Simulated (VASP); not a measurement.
**AlRu: single point with PBE**

AlRu:

```
CELL_PARAMETERS angstrom
2.90658 0.00000 0.00000
0.00000 2.90658 0.00000
0.00000 0.00000 2.90658
ATOMIC_POSITIONS crystal
Al 0.00000 0.00000 0.00000
Ru 0.50000 0.50000 0.50000
```

```yaml
Program: VASP 6.6.1
Task: single point
Functional: PBE
Potentials_or_basis: VASP PAW PBE potentials, release 64 (Al, Ru_pv)
Cutoff: 520 eV
k_mesh: 14 × 14 × 14
Occupations: gaussian, width 0.1 eV
Spin: no spin polarisation
```

* Pressure: 25.0 GPa
* Band gap on the k mesh: zero (an odd number of electrons rules out a gap without spin polarisation)

Levels at points of the mesh, in eV from the Fermi level:
| k point | band 5 | band 6 | band 7 | band 8 | band 9 | band 10 | band 11 | band 12 | band 13 | band 14 |
| --- | --- | --- | --- | --- | --- | --- | --- | --- | --- | --- |
| (0.00, 0.00, 0.00) | -4.06 | -4.06 | 0.21 | 0.21 | 0.21 | 6.52 | 6.52 | 6.52 | 11.50 | 11.50 |
| (0.50, 0.00, 0.00) | -5.63 | -3.15 | -1.80 | -1.80 | 0.51 | 2.64 | 7.38 | 11.49 | 11.49 | 12.12 |
| (0.50, 0.50, 0.00) | -3.42 | -1.41 | -1.41 | -1.34 | -1.34 | 1.77 | 5.92 | 7.16 | 11.30 | 12.12 |
| (0.50, 0.50, 0.50) | -5.14 | -5.14 | 1.88 | 1.88 | 3.12 | 4.36 | 4.36 | 4.36 | 9.38 | 9.38 |

Wall time 46 s on 1 thread of Intel Xeon 8259CL, with other jobs on the host, peak memory 0.17 GiB.

Caveat: the cell stands under pressure.
